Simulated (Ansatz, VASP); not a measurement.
## AlN: VASP beside Ansatz

Contents of INCAR:

```
SYSTEM = AlN
ALGO = Normal
EDIFF = 1E-6
ENCUT = 520
GGA = PE
ISIF = 2
ISMEAR = 0
LASPH = .TRUE.
LCHARG = .FALSE.
LREAL = .FALSE.
LWAVE = .FALSE.
NBANDS = 16
NELM = 60
PREC = Accurate
SIGMA = 0.05
```

The input KPOINTS:

```
k-points
0
G
  12 12 6
  0 0 0
```

Contents of POSCAR:

```
AlN
1.0
    3.1110021516      0.0000000000      0.0000000000
   -1.5555010758      2.6942068945      0.0841939655
    0.0000000000      0.1555625000      4.9780000000
Al N
2 2
Direct
    0.3333333333      0.6666666667      0.0000000000
    0.6666666667      0.3333333333      0.5000000000
    0.3333333333      0.6666666667      0.3850000000
    0.6666666667      0.3333333333      0.8850000000
```

Input for Ansatz:

```yaml
crystal:
  lattice:
    - [3.1110021516, 0.0, 0.0]
    - [-1.5555010758, 2.6942068945, 0.0841939655]
    - [0.0, 0.1555625, 4.978]
  atoms:
    - { symbol: Al, position: [0.3333333333, 0.6666666667, 0.0] }
    - { symbol: Al, position: [0.6666666667, 0.3333333333, 0.5] }
    - { symbol: "N", position: [0.3333333333, 0.6666666667, 0.385] }
    - { symbol: "N", position: [0.6666666667, 0.3333333333, 0.885] }
basis:
  ecutwfc: 420
kpoints:
  mp_grid: { grid: [12, 12, 6] }
hamiltonian:
  xc: pbe
scf:
  occupations: { method: gaussian, width: 0.05 }
output:
  forces: true
  stress: true
  eigenvalues: true
```

Change from the starting cell: strain +0.0625 x Voigt [0, 0, 0, 1, 0, 0], atoms carried along.

Alike in both runs: task single point; functional PBE; k mesh 12 × 12 × 6; occupations gaussian, width 0.05 eV; no spin polarisation.

|  | VASP | Ansatz |
| --- | --- | --- |
| version | VASP 6.6.1 | Ansatz 0.2.0 |
| potentials or method | VASP PAW PBE potentials, release 64 (Al, N), cutoff 520 eV | scalar-relativistic, plane waves, PAW |
| valence electrons in the cell | 16 | 16 |

```csv
,VASP,Ansatz,Ansatz less VASP
gap on the k mesh at the Fermi level (eV),4.04,4.03,-0.010
least direct gap on the mesh (eV),4.04,4.03,-0.010
pressure (GPa),4.1,4.3,+0.26
"traceless stress, the component that is largest in VASP (GPa)",-8.08,-8.03,+0.049
rms of the force components (eV/Å),0.232,0.231,-0.0013
```

Atom by atom the forces differ by 0.001 eV/Å (rms over components).
